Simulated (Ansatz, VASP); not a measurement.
**CdS in VASP and in Ansatz**

```xyz
2
Lattice="0.0000 2.7813 2.6847 2.7813 0.0000 2.6847 2.7813 2.7813 0.0000" Properties=species:S:1:pos:R:3 pbc="T T T"
Cd    0.0000    0.0000    0.0000
S     2.7813    2.7813    2.6847
```

Change from the starting cell: epitaxial_xy strain +2.0%.

Alike in both runs: task single point; functional r2SCAN; k mesh 8 × 8 × 8; occupations fermi-dirac, width 0.02 eV; no spin polarisation.

|  | VASP | Ansatz |
| --- | --- | --- |
| version | VASP 6.6.1 | Ansatz 0.2.0 |
| potentials or method | VASP PAW PBE potentials, release 64 (Cd_sv_GW, S) | plane waves, PAW |
| plane-wave cutoff (eV) | 600 | 500 |
| valence electrons in the cell | 26 | 26 |

|  | VASP | Ansatz | Ansatz less VASP |
| --- | --- | --- | --- |
| pressure (GPa) | -2.2 | -1.7 | +0.48 |
| traceless stress, the component that is largest in VASP (GPa) | 1.66 | 1.70 | +0.034 |

VASP's potentials were made for PBE, not for r2SCAN.
